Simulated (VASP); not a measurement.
A run of VASP 6.6.1:

Contents of INCAR:

```
SYSTEM = W9C8F6
PREC = Accurate ; ENCUT = 520
EDIFF = 1E-7 ; ISMEAR = -1
SIGMA = 0.15 ; LREAL = Auto
LASPH = .TRUE. ; NELM = 100
ALGO = Normal ; ISIF = 2
LWAVE = .FALSE. ; LCHARG = .FALSE.
NBANDS = 117
```

KPOINTS

```
Automatic mesh
0
G
  3 3 1
  0 0 0
```

POSCAR

```
W9C8F6
1.0
    5.8006000000      0.0000000000      0.0000000000
   -2.9003000000      5.0234670000      0.0000000000
    0.0000000000      0.0000000000     17.2466500000
W C F
9 8 6
Direct
    0.0000000000      0.0000000000      0.0579823000
    0.0001631587     -0.0000211712      0.2212008415
    0.0000000000      0.5000000000      0.0579823000
    0.0001272236      0.4999879882      0.2211510483
    0.5000000000      0.0000000000      0.0579823000
    0.5003533224      0.0001170951      0.2210036444
    0.5000000000      0.5000000000      0.0579823000
    0.5004660353      0.5000623709      0.2211559781
    0.0805268632      0.8795707150      0.5132767880
    0.3334772696      0.1667410956      0.1330265215
    0.3337805267      0.1666024775      0.2839967763
    0.3334377021      0.6666435928      0.1330139780
    0.3337597540      0.6668367221      0.2838538079
    0.8334702454      0.1667256077      0.1330490533
    0.8332914211      0.1665198744      0.2840946999
    0.8333947373      0.6666426985      0.1330816362
    0.8337466797      0.6668705855      0.2842371986
    0.2202859061      0.8520011366      0.4208480138
    0.2748025276      1.2437007099      0.5069797710
   -0.1947023604      0.8813084095      0.4615501404
   -0.1139841031      0.5155060729      0.5199762590
    0.3572981416      0.8784453436      0.5644487685
   -0.0576225217      0.9059699418      0.6063457972
```

Potentials or basis: VASP PAW LDA potentials, release 64 (W_sv, C, F).

The run is started by

```console
$ cat potpaw_LDA.64/W_sv/POTCAR potpaw_LDA.64/C/POTCAR potpaw_LDA.64/F/POTCAR > POTCAR
$ mpirun -np 1 vasp_std > vasp.out
```

Hardware: 1 thread of Intel(R) Xeon(R) Platinum 8259CL CPU @ 2.50GHz (Skylake/Cascade Lake), on a shared host.

Question: Estimate the wall time of this run.

Answer: Wall time 15 min on 1 thread of Intel(R) Xeon(R) Platinum 8259CL CPU @ 2.50GHz (Skylake/Cascade Lake) (shared host), peak memory 0.55 GiB. Counts: scf iterations 30, k points 5.
